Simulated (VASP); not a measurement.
# Zr (Im-3m) in VASP: further runs, part 3 of 3

VASP 6.6.1. The steps go on from the part before.

### Step 5. Electric field gradients, PBE (24.90 Å³/atom)

This run uses another cell than the first one, of 24.90 Å³/atom.

Input file INCAR:

```
  PREC = Accurate
  ENCUT = 520
  EDIFF = 1E-8
  ISMEAR = -1
  SIGMA = 0.03
  LREAL = F
  LASPH = T
  NELM = 80
  ALGO = Normal
  ISIF = 2
  LWAVE = F
  LCHARG = F
  GGA = PE
  LEFG = T
  NBANDS = 12
```

Input file KPOINTS:

```
regular mesh
0
Gamma
  16 16 16
```

Input file POSCAR:

```
Zr
1.0
   -1.8396774058      1.8396774058      1.8396774058
    1.8396774058     -1.8396774058      1.8396774058
    1.8396774058      1.8396774058     -1.8396774058
Zr
1
Direct
    0.0000000000      0.0000000000      0.0000000000
```

Potentials or basis: VASP PAW PBE potentials, release 64 (Zr_sv).

Started as:

```sh
> cat potpaw_PBE.64/Zr_sv/POTCAR > POTCAR
> mpirun -np 1 vasp_std > vasp.out
```

OUTCAR:

```text
PREC = Accurate
   ENCUT = 520
   EDIFF = 1E-8
   ISMEAR = -1
   LREAL = F
   LASPH = T
   NELM = 80
   ISIF = 2
   GGA = PE

 ion  position               nearest neighbor table
   1  0.000  0.000  0.000-

  LATTYP: Found a body centered cubic cell.
 ALAT       =     3.6793548116

  Lattice vectors:

 A1 = (  -1.8396774058,   1.8396774058,   1.8396774058)
 A2 = (   1.8396774058,  -1.8396774058,   1.8396774058)
 A3 = (   1.8396774058,   1.8396774058,  -1.8396774058)

Analysis of symmetry for initial positions (statically):
=====================================================================
 Subroutine PRICEL returns:
 Original cell was already a primitive cell.

 Routine SETGRP: Setting up the symmetry group for a
 body centered cubic supercell.
[... 540 lines left out ...]
  in kB      -66.3012001    -66.3012001    -66.3012001     -0.0000000      0.0000000     -0.0000000
  external PRESSURE =     -66.3012001 kB  Pullay stress =       0.0000000 kB

 VOLUME and BASIS-vectors are now :
 -----------------------------------------------------------------------------
  energy-cutoff  :      520.00
  volume of cell :       24.90
      direct lattice vectors                 reciprocal lattice vectors
    -1.839677406  1.839677406  1.839677406     0.000000000  0.271786781  0.271786781
     1.839677406 -1.839677406  1.839677406     0.271786781  0.000000000  0.271786781
     1.839677406  1.839677406 -1.839677406     0.271786781  0.271786781  0.000000000

 POSITION                                       TOTAL-FORCE (eV/Angst)
 -----------------------------------------------------------------------------------
      0.00000      0.00000      0.00000         0.000000     -0.000000     -0.000000
 -----------------------------------------------------------------------------------
    total drift:                                0.000000      0.000000      0.000000

  FREE ENERGIE OF THE ION-ELECTRON SYSTEM (eV)
  ---------------------------------------------------
  free  energy   TOTEN  =        -8.3937206440 eV

  energy  without entropy=       -8.3875273795  energy(sigma->0) =       -8.39062401

 Electric field gradients (V/A^2)
---------------------------------------------------------------------
 ion       V_xx      V_yy      V_zz      V_xy      V_xz      V_yz
---------------------------------------------------------------------
   1      -0.000     0.000    -0.000    -0.000    -0.000    -0.000
---------------------------------------------------------------------

 Electric field gradients after diagonalization (V/A^2)
 (convention: |V_zz| > |V_xx| > |V_yy|)
----------------------------------------------------------------------
 ion       V_xx      V_yy      V_zz     asymmetry (V_yy - V_xx)/ V_zz
----------------------------------------------------------------------
   1       0.000     0.000    -0.000       0.000
----------------------------------------------------------------------

           NMR quadrupolar parameters

 Cq : quadrupolar parameter    Cq=e*Q*V_zz/h
 eta: asymmetry parameters     (V_yy - V_xx)/ V_zz
 Q  : nuclear electric quadrupole moment in mb (millibarn)
----------------------------------------------------------------------
 ion       Cq(MHz)       eta       Q (mb)
----------------------------------------------------------------------
   1      -0.000       0.000       1.000
----------------------------------------------------------------------
```

stdout:

```text
POSCAR found type information on POSCAR Zr
 POSCAR found :  1 types and       1 ions
 scaLAPACK will be used
 LDA part: xc-table for (Slater+PW92), standard interpolation
 POSCAR, INCAR and KPOINTS ok, starting setup
 FFT: planning ... GRIDC
 FFT: planning ... GRID_SOFT
 FFT: planning ... GRID
 WAVECAR not read
 entering main loop
ion   1
```

Wall time 21 s (1 thread of Intel Xeon Platinum 8375C at 2.90GHz (Ice Lake), shared host); peak memory 0.16 GiB.

What came out:

```
Free energy                             : -8.3937 eV
Pressure                                : -6.6 GPa
Band gap on the k mesh                  : zero (bands 6 and 7 overlap by 1.74 eV)
Largest electric field gradient by atom : zero within the noise of the run
```

Levels at points of the mesh, in eV from the Fermi level:
```csv
k point,band 2,band 3,band 4,band 5,band 6,band 7,band 8,band 9,band 10,band 11
"(0.00, 0.00, 0.00)",-26.25,-26.25,-26.25,-5.26,1.07,1.07,1.07,3.36,3.36,12.15
"(0.50, 0.00, 0.00)",-27.03,-26.50,-26.26,-2.60,-0.56,1.33,3.32,3.94,5.79,9.38
"(0.50, 0.50, 0.50)",-26.79,-26.79,-26.79,-2.27,-2.27,5.19,5.19,5.19,6.91,6.91
```

Caveat: the cell stands under tension.

### Step 6. Electric field gradients, PBE (24.90 Å³/atom)

This run uses another cell than the first one, of 24.90 Å³/atom.

Input file INCAR:

```
SYSTEM = Zr
ALGO = Normal
EDIFF = 1E-8
ENCUT = 520
GGA = PE
ISIF = 2
ISMEAR = -1
LASPH = .True.
LCHARG = .False.
LEFG = .True.
LREAL = .False.
LWAVE = .False.
NBANDS = 12
NELM = 100
PREC = Accurate
SIGMA = 0.03
```

Input file KPOINTS:

```
k-points
0
Gamma
  16 16 16
  0 0 0
```

POSCAR is that of step 5.

Potentials or basis: VASP PAW PBE potentials, release 64 (Zr_sv).

Started as:

```sh
> cat potpaw_PBE.64/Zr_sv/POTCAR > POTCAR
> mpirun -np 1 vasp_std > vasp.out
```

OUTCAR:

```text
SYSTEM = Zr
   EDIFF = 1E-8
   ENCUT = 520
   GGA = PE
   ISIF = 2
   ISMEAR = -1
   LASPH = .True.
   LREAL = .False.
   NELM = 100
   PREC = Accurate

 ion  position               nearest neighbor table
   1  0.000  0.000  0.000-

  LATTYP: Found a body centered cubic cell.
 ALAT       =     3.6793548116

  Lattice vectors:

 A1 = (  -1.8396774058,   1.8396774058,   1.8396774058)
 A2 = (   1.8396774058,  -1.8396774058,   1.8396774058)
 A3 = (   1.8396774058,   1.8396774058,  -1.8396774058)

[... 563 lines left out ...]
    total drift:                                0.000000      0.000000      0.000000

  FREE ENERGIE OF THE ION-ELECTRON SYSTEM (eV)
  ---------------------------------------------------
  free  energy   TOTEN  =        -8.3937206440 eV

  energy  without entropy=       -8.3875273795  energy(sigma->0) =       -8.39062401

 Electric field gradients (V/A^2)
---------------------------------------------------------------------
 ion       V_xx      V_yy      V_zz      V_xy      V_xz      V_yz
---------------------------------------------------------------------
   1      -0.000     0.000    -0.000    -0.000    -0.000    -0.000
---------------------------------------------------------------------

 Electric field gradients after diagonalization (V/A^2)
 (convention: |V_zz| > |V_xx| > |V_yy|)
----------------------------------------------------------------------
 ion       V_xx      V_yy      V_zz     asymmetry (V_yy - V_xx)/ V_zz
----------------------------------------------------------------------
   1       0.000     0.000    -0.000       0.000
----------------------------------------------------------------------

           NMR quadrupolar parameters

 Cq : quadrupolar parameter    Cq=e*Q*V_zz/h
 eta: asymmetry parameters     (V_yy - V_xx)/ V_zz
 Q  : nuclear electric quadrupole moment in mb (millibarn)
----------------------------------------------------------------------
 ion       Cq(MHz)       eta       Q (mb)
----------------------------------------------------------------------
   1      -0.000       0.000       1.000
----------------------------------------------------------------------
```

OSZICAR:

```text
N       E                     dE             d eps       ncg     rms          rms(c)
DAV:   1     0.853153952910E+02    0.85315E+02   -0.67952E+03  3488   0.980E+02
DAV:   2    -0.578155517560E+01   -0.91097E+02   -0.88536E+02  4040   0.266E+02
DAV:   3    -0.870771415152E+01   -0.29262E+01   -0.28773E+01  5160   0.404E+01
DAV:   4    -0.877344180206E+01   -0.65728E-01   -0.65691E-01  4144   0.600E+00
DAV:   5    -0.877498850383E+01   -0.15467E-02   -0.15467E-02  4884   0.666E-01    0.891E+00
DAV:   6    -0.845139063537E+01    0.32360E+00   -0.41727E-01  3712   0.584E+00    0.336E+00
DAV:   7    -0.839115550670E+01    0.60235E-01   -0.20628E-01  4188   0.389E+00    0.684E-01
DAV:   8    -0.839373712793E+01   -0.25816E-02   -0.12112E-02  4188   0.122E+00    0.137E-01
DAV:   9    -0.839373556393E+01    0.15640E-05   -0.60599E-04  4488   0.224E-01    0.234E-02
DAV:  10    -0.839372135708E+01    0.14207E-04   -0.27103E-05  4328   0.469E-02    0.127E-02
DAV:  11    -0.839372064811E+01    0.70897E-06   -0.16090E-06  4456   0.105E-02    0.143E-03
DAV:  12    -0.839372068762E+01   -0.39502E-07   -0.45899E-08  4372   0.204E-03    0.287E-04
DAV:  13    -0.839372064583E+01    0.41788E-07   -0.12503E-09  2292   0.381E-04    0.238E-05
DAV:  14    -0.839372064396E+01    0.18651E-08   -0.20418E-10  1968   0.126E-04
   1 F= -.83937206E+01 E0= -.83906240E+01  d E =-.619326E-02
```

Wall time 20 s (1 thread of Intel Xeon Platinum 8375C at 2.90GHz (Ice Lake), shared host); peak memory 0.17 GiB.

What came out:

```
Free energy                             : -8.3937 eV
Pressure                                : -6.6 GPa
Band gap on the k mesh                  : zero (bands 6 and 7 overlap by 1.74 eV)
Largest electric field gradient by atom : zero within the noise of the run
```

Caveat: the cell stands under tension.

### Step 7. Single point, PBE

This run uses another cell than the first one, of 23.72 Å³/atom.

Input file POSCAR:

```
Zr
1.0
   -1.8100000000      1.8100000000      1.8100000000
    1.8100000000     -1.8100000000      1.8100000000
    1.8100000000      1.8100000000     -1.8100000000
Zr
1
Direct
    0.0000000000      0.0000000000      0.0000000000
```

Input file INCAR.step1:

```
SYSTEM = Zr
ALGO = Normal ; EDIFF = 1E-7
ENCUT = 520 ; GGA = PE
ISIF = 2 ; ISMEAR = -1
LASPH = .TRUE. ; LCHARG = .TRUE.
LMAXMIX = 4 ; LREAL = .FALSE.
LWAVE = .FALSE. ; NBANDS = 12
NELM = 80 ; PREC = Accurate
SIGMA = 0.03
```

Input file KPOINTS.step1:

```
k-points
0
G
  16 16 16
  0 0 0
```

Input file INCAR.step2:

```
SYSTEM = Zr
ALGO = Normal ; EDIFF = 1E-7
ENCUT = 520 ; GGA = PE
ICHARG = 11 ; ISIF = 2
ISMEAR = -5 ; LASPH = .TRUE.
LCHARG = .FALSE. ; LMAXMIX = 4
LORBIT = 11 ; LREAL = .FALSE.
LWAVE = .FALSE. ; NBANDS = 12
NEDOS = 1001 ; NELM = 80
PREC = Accurate ; SIGMA = 0.03
```

Input file KPOINTS.step2:

```
k-points
0
G
  24 24 24
  0 0 0
```

Potentials or basis: VASP PAW PBE potentials, release 64 (Zr_sv).

Started as:

```sh
> cat potpaw_PBE.64/Zr_sv/POTCAR > POTCAR
> cp INCAR.step1 INCAR
> cp KPOINTS.step1 KPOINTS
> mpirun -np 1 vasp_std > vasp.out
> cp INCAR.step2 INCAR
> cp KPOINTS.step2 KPOINTS
> mpirun -np 1 vasp_std > vasp.out
```

OUTCAR:

```text
SYSTEM = Zr
   EDIFF = 1E-7
   ENCUT = 520
   GGA = PE
   ICHARG = 11
   ISIF = 2
   ISMEAR = -5
   LASPH = .TRUE.
   LORBIT = 11
   LREAL = .FALSE.
   NELM = 80
   PREC = Accurate

 ion  position               nearest neighbor table
   1  0.000  0.000  0.000-

  LATTYP: Found a body centered cubic cell.
 ALAT       =     3.6200000000

  Lattice vectors:

[... 546 lines left out ...]
------------------------ aborting loop because EDIFF is reached ----------------------------------------

  FORCE on cell =-STRESS in cart. coord.  units (eV):
  Direction    XX          YY          ZZ          XY          YZ          ZX
  --------------------------------------------------------------------------------------
  -------------------------------------------------------------------------------------
  Total       -0.4733124     -0.4733124     -0.4733124     -0.0000000     -0.0000000     -0.0000000
  in kB      -31.9714819    -31.9714819    -31.9714819     -0.0000000     -0.0000000     -0.0000000
  external PRESSURE =     -31.9714819 kB  Pullay stress =       0.0000000 kB

 VOLUME and BASIS-vectors are now :
 -----------------------------------------------------------------------------
  energy-cutoff  :      520.00
  volume of cell :       23.72
      direct lattice vectors                 reciprocal lattice vectors
    -1.810000000  1.810000000  1.810000000     0.000000000  0.276243094  0.276243094
     1.810000000 -1.810000000  1.810000000     0.276243094  0.000000000  0.276243094
     1.810000000  1.810000000 -1.810000000     0.276243094  0.276243094  0.000000000

 POSITION                                       TOTAL-FORCE (eV/Angst)
 -----------------------------------------------------------------------------------
      0.00000      0.00000      0.00000         0.000000     -0.000000     -0.000000
 -----------------------------------------------------------------------------------
    total drift:                               -0.000000      0.000000      0.000000

  FREE ENERGIE OF THE ION-ELECTRON SYSTEM (eV)
  ---------------------------------------------------
  free  energy   TOTEN  =        -8.4269886968 eV

  energy  without entropy=       -8.4269886968  energy(sigma->0) =       -8.42698870

 total charge

# of ion       s       p       d       tot
------------------------------------------
    1        2.221   5.947   1.661   9.829
```

OUTCAR.step1:

```text
SYSTEM = Zr
   EDIFF = 1E-7
   ENCUT = 520
   GGA = PE
   ISIF = 2
   ISMEAR = -1
   LASPH = .TRUE.
[... 576 lines left out ...]
 -----------------------------------------------------------------------------------
      0.00000      0.00000      0.00000         0.000000     -0.000000      0.000000
 -----------------------------------------------------------------------------------
    total drift:                                0.000000      0.000000      0.000000

  FREE ENERGIE OF THE ION-ELECTRON SYSTEM (eV)
  ---------------------------------------------------
  free  energy   TOTEN  =        -8.4297891176 eV

  energy  without entropy=       -8.4234935827  energy(sigma->0) =       -8.42664135
```

Run time: 60 s. Hardware: 1 thread of Intel Xeon Platinum 8375C at 2.90GHz (Ice Lake), shared host; peak memory 0.26 GiB.

Results:

```
Valence electrons inside the program's atomic spheres : Zr 9.83
```

Caveat: tetrahedron occupations give inexact forces and stress in metals.

### Step 8. Overview

| task | cell | k mesh for the DOS | occupations for the DOS | gap on the mesh (eV) | pressure (GPa) |
| --- | --- | --- | --- | --- | --- |
| electric field gradients | a = 3.109 Å, angles 109.5°, 1 atom | - | - | none | -1.1 |
| electric field gradients | a = 3.135 Å, angles 109.5°, 1 atom | - | - | none | -3.1 |
| electric field gradients | a = 3.161 Å, angles 109.5°, 1 atom | - | - | none | -5.0 |
| electric field gradients | a = 3.186 Å, angles 109.5°, 1 atom | - | - | none | -6.6 |
| single point | a = 3.135 Å, angles 109.5°, 1 atom | 24 × 24 × 24 | tetrahedron | - | - |

Alike in all rows: level PBE; potentials or basis VASP PAW PBE potentials, release 64 (Zr_sv); no spin polarisation; k mesh 16 × 16 × 16; cutoff (eV) 520; smearing fermi-dirac 0.03 eV.

Caveats: the cell stands under tension (at least some runs); tetrahedron occupations give inexact forces and stress in metals (at least some runs).

Total energies depend on the potentials used, so only differences within one code and one set of settings carry meaning.
